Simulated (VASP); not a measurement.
# Ir (P6_3/mmc) in VASP: further runs, part 2 of 2

VASP 6.6.1. The steps go on from the part before.

### 6 Single point, PBEsol, collinear spin, ferromagnetic start

The input, INCAR:

```
SYSTEM = Ir
ALGO = Normal
EDIFF = 1E-6
ENCUT = 520
GGA = PS
ISIF = 2
ISMEAR = 0
ISPIN = 2
LASPH = .TRUE.
LCHARG = .FALSE.
LMAXMIX = 4
LORBIT = 11
LREAL = .FALSE.
LWAVE = .FALSE.
MAGMOM = 0.1 0.1
NBANDS = 20
NELM = 150
NUPDOWN = 0.2
PREC = Accurate
SIGMA = 0.15
```

The input, KPOINTS:

```
k-points
0
G
  21 21 12
  0 0 0
```

The input, POSCAR:

```
Ir
1.0
    2.6633313082      0.0000000000      0.0000000000
   -1.3316656541      2.3065125716      0.0000000000
    0.0000000000      0.0000000000      4.3180806037
Ir
2
Direct
    0.6666666667      0.3333333333      0.7500000000
    0.3333333333      0.6666666667      0.2500000000
```

Potentials or basis: VASP PAW PBE potentials, release 64 (Ir).

Run with:

```console
$ cat potpaw_PBE.64/Ir/POTCAR > POTCAR
$ mpirun -np 1 vasp_std > vasp.out
```

OUTCAR:

```text
SYSTEM = Ir
   EDIFF = 1E-6
   ENCUT = 520
   GGA = PS
   ISIF = 2
   ISMEAR = 0
   ISPIN = 2
   LASPH = .TRUE.
   LORBIT = 11
   LREAL = .FALSE.
   NELM = 150
   NUPDOWN = 0.2
   PREC = Accurate

 ion  position               nearest neighbor table
   1  0.667  0.333  0.750-   2 2.65   2 2.65   2 2.65   2 2.65   2 2.65   2 2.65
   2  0.333  0.667  0.250-   1 2.65   1 2.65   1 2.65   1 2.65   1 2.65   1 2.65

  LATTYP: Found a hexagonal cell.
 ALAT       =     2.6633313082
 C/A-ratio  =     1.6213080928

  Lattice vectors:

 A1 = (   2.6633313082,   0.0000000000,   0.0000000000)
 A2 = (  -1.3316656541,   2.3065125716,   0.0000000000)
 A3 = (   0.0000000000,   0.0000000000,   4.3180806037)

Analysis of symmetry for initial positions (statically):
=====================================================================
 Subroutine PRICEL returns:
 Original cell was already a primitive cell.

 Routine SETGRP: Setting up the symmetry group for a
 hexagonal supercell.

 Subroutine GETGRP returns: Found 24 space group operations
 (whereof 12 operations were pure point group operations)
[... 748 lines left out ...]
  band No.  band energies     occupation
      1      -0.4859      1.00000
      2       2.5938      1.00000
      3       7.1893      1.00000
      4       7.2876      1.00000
      5       7.2876      1.00000
      6       8.0316      1.00000
[... 541 lines left out ...]
     19      33.0669      0.00000
     20      35.5418      0.00000

 [... further k-points ...]
[... 5 lines left out ...]
  --------------------------------------------------------------------------------------
  -------------------------------------------------------------------------------------
  Total        4.8269838      4.8269838      5.0131036      0.0000000      0.0000000      0.0000000
  in kB      291.5510796    291.5510796    302.7927669      0.0000000      0.0000000      0.0000000
  external PRESSURE =     295.2983087 kB  Pullay stress =       0.0000000 kB

 VOLUME and BASIS-vectors are now :
 -----------------------------------------------------------------------------
  energy-cutoff  :      520.00
  volume of cell :       26.53
      direct lattice vectors                 reciprocal lattice vectors
     2.663331308  0.000000000  0.000000000     0.375469622  0.216777487  0.000000000
    -1.331665654  2.306512572  0.000000000     0.000000000  0.433554975  0.000000000
     0.000000000  0.000000000  4.318080604     0.000000000  0.000000000  0.231584376

 POSITION                                       TOTAL-FORCE (eV/Angst)
 -----------------------------------------------------------------------------------
      1.33167      0.76884      3.23856        -0.000000      0.000000      0.000000
     -0.00000      1.53768      1.07952         0.000000     -0.000000      0.000000
 -----------------------------------------------------------------------------------
    total drift:                               -0.000000      0.000000     -0.000000

  FREE ENERGIE OF THE ION-ELECTRON SYSTEM (eV)
  ---------------------------------------------------
  free  energy   TOTEN  =       -19.3374862903 eV

  energy  without entropy=      -19.3145568603  energy(sigma->0) =      -19.32602158

 total charge

# of ion       s       p       d       tot
------------------------------------------
    1        0.707   0.838   7.085   8.629
    2        0.707   0.838   7.085   8.629
--------------------------------------------------
tot          1.414   1.675  14.169  17.259

 magnetization (x)

# of ion       s       p       d       tot
------------------------------------------
    1        0.001   0.001   0.096   0.097
    2        0.001   0.001   0.096   0.097
--------------------------------------------------
tot          0.001   0.002   0.191   0.194
```

OSZICAR:

```text
N       E                     dE             d eps       ncg     rms          rms(c)
DAV:   1     0.148410668324E+03    0.14841E+03   -0.78442E+03 26904   0.889E+02
DAV:   2    -0.163378319038E+02   -0.16475E+03   -0.14673E+03 27448   0.266E+02
DAV:   3    -0.204413311355E+02   -0.41035E+01   -0.40472E+01 32056   0.500E+01
DAV:   4    -0.204935406568E+02   -0.52210E-01   -0.52181E-01 31268   0.473E+00
DAV:   5    -0.204949787701E+02   -0.14381E-02   -0.14381E-02 32668   0.827E-01    0.274E+01
DAV:   6    -0.195630431429E+02    0.93194E+00   -0.74940E-01 34052   0.105E+01    0.117E+01
DAV:   7    -0.193517652259E+02    0.21128E+00   -0.28916E-01 35980   0.605E+00    0.218E+00
DAV:   8    -0.193442805843E+02    0.74846E-02   -0.74796E-03 29748   0.659E-01    0.130E+00
DAV:   9    -0.193382192616E+02    0.60613E-02   -0.71009E-03 31584   0.902E-01    0.650E-01
DAV:  10    -0.193374841307E+02    0.73513E-03   -0.17177E-04 29120   0.119E-01    0.401E-02
DAV:  11    -0.193374858249E+02   -0.16942E-05   -0.65421E-06 34268   0.175E-02    0.227E-02
DAV:  12    -0.193374862903E+02   -0.46538E-06   -0.17910E-06 28408   0.121E-02
   1 F= -.19337486E+02 E0= -.19326022E+02  d E =-.229294E-01  mag=     0.2000
```

Wall time 3.5 min (1 thread of Oxide Virtual Turin-like, shared host); peak memory 0.31 GiB.

Results:

```
Free energy                                           : -19.3375 eV
Pressure                                              : 29.5 GPa
Net moment                                            : 0.20 μB per cell
Site moments                                          : Ir +0.10 μB
Valence electrons inside the program's atomic spheres : Ir 8.63
```

Caveat: the PAW data sets were made with another functional, which shifts forces and pressure a little; the total moment is fixed, so each spin has its own Fermi level.

### 7 Summary

```csv
fixed moment (μB),cell,pressure (GPa),moment (μB)
0.8,"a = 2.663, b = 2.663, c = 4.318 Å, angles 90.0, 90.0, 120.0°, 2 atoms",31.1,0.80
0.4,"a = 2.873, b = 2.873, c = 4.658 Å, angles 90.0, 90.0, 120.0°, 2 atoms",-40.8,0.40
0.4,"a = 2.719, b = 2.719, c = 4.408 Å, angles 90.0, 90.0, 120.0°, 2 atoms",1.5,0.40
0.8,"a = 2.719, b = 2.719, c = 4.408 Å, angles 90.0, 90.0, 120.0°, 2 atoms",2.5,0.80
0.2,"a = 2.663, b = 2.663, c = 4.318 Å, angles 90.0, 90.0, 120.0°, 2 atoms",29.5,0.20
```

Alike in all rows: task single point; level PBEsol; potentials or basis VASP PAW PBE potentials, release 64 (Ir); spin collinear, ferromagnetic start; k mesh 21 × 21 × 12; cutoff (eV) 520; smearing gaussian 0.15 eV.

Caveats: the PAW data sets were made with another functional, which shifts forces and pressure a little; the total moment is fixed, so each spin has its own Fermi level.

Absolute energies hang on the potentials; compare differences alone.
